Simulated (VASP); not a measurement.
Input of a VASP 6.6.1 run:

Contents of POSCAR:

```
Al2Si2C
1.0
    1.4299929645      2.4768204690      0.0000000000
   -1.4299929645      2.4768204690      0.0000000000
    0.0000000000     -1.6512136460      8.9359179281
Si Al C
2 2 1
Direct
    0.3771272543      0.3771272543      0.1313817630
    0.6228727457      0.6228727457      0.8686182370
    0.2087359634      0.2087359634      0.6262078903
    0.7912640366      0.7912640366      0.3737921097
    0.0000000000      0.0000000000      0.0000000000
```

The input INCAR.step1:

```
SYSTEM = Al2Si2C
PREC = Accurate
ENCUT = 520
ISMEAR = 1
SIGMA = 0.0122
LREAL = .FALSE.
LASPH = .TRUE.
NELM = 80
NBANDS = 17
GGA = PE
ALGO = Normal
EDIFF = 1E-4
LWAVE = .TRUE.
LCHARG = .FALSE.
```

File INCAR.step2:

```
SYSTEM = Al2Si2C
PREC = Accurate
ENCUT = 520
EDIFF = 1E-6
ISMEAR = 1
SIGMA = 0.0122
LREAL = .FALSE.
LASPH = .TRUE.
NELM = 80
ALGO = Normal
ISIF = 2
LWAVE = .FALSE.
LCHARG = .FALSE.
METAGGA = R2SCAN
LMIXTAU = .TRUE.
NBANDS = 17
ISTART = 1
```

KPOINTS

```
Automatic mesh
0
G
  8 8 8
  0 0 0
```

Potentials or basis: VASP PAW PBE potentials, release 64 (Si, Al, C).

Command:

```bash
$ cat potpaw_PBE.64/Si/POTCAR potpaw_PBE.64/Al/POTCAR potpaw_PBE.64/C/POTCAR > POTCAR
$ cp INCAR.step1 INCAR
$ mpirun -np 1 vasp_std > vasp.out
$ cp INCAR.step2 INCAR
$ mpirun -np 1 vasp_std > vasp.out
```

Q: Estimate the largest force.

A: 0.014 eV/Å.

Q: Estimate the band gap on the k mesh.

A: Zero (bands 9 and 10 overlap by 6.65 eV).

Stress tensor (GPa, compression positive):
```
-0.04  0.00  0.00
 0.00 -0.04  0.00
 0.00  0.00 -0.21
```

Caveat: the PAW data sets were made with another functional, which shifts forces and pressure a little.
